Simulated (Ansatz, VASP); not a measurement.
## LaB6: VASP beside Ansatz

```
La B
1.0
     4.15700    0.00000    0.00000
     0.00000    4.15700    0.00000
     0.00000    0.00000    4.15700
La B
1 6
Direct
  0.00000 0.00000 0.00000
  0.19984 0.50000 0.50000
  0.50000 0.19984 0.50000
  0.80016 0.50000 0.50000
  0.50000 0.80016 0.50000
  0.50000 0.50000 0.19984
  0.50000 0.50000 0.80016
```

Alike in both runs: task electric field gradients; functional PBE; k mesh 8 × 8 × 8; occupations fermi-dirac, width 0.05 eV; non-collinear spin, spin-orbit coupling.

|  | VASP | Ansatz |
| --- | --- | --- |
| version | VASP 6.6.1 | Ansatz 0.2.0 |
| potentials or method | VASP PAW PBE potentials, release 64 (La, B) | plane-wave PAW |
| plane-wave cutoff (eV) | 520 | 420 |
| valence electrons in the cell | 29 | 29 |

|  | VASP | Ansatz | Ansatz less VASP |
| --- | --- | --- | --- |
| pressure (GPa) | -0.4 | -0.3 | +0.08 |
| rms of the force components (eV/Å) | 0.007 | 0.001 | -0.0058 |
| size of Vzz on the site where it differs most (V/Å²) | 12.9 | 10.2 | -2.70 |

Atom by atom the forces differ by 0.008 eV/Å (rms over components). The functional is the same, so the differences come from potentials, cutoffs and numerics.
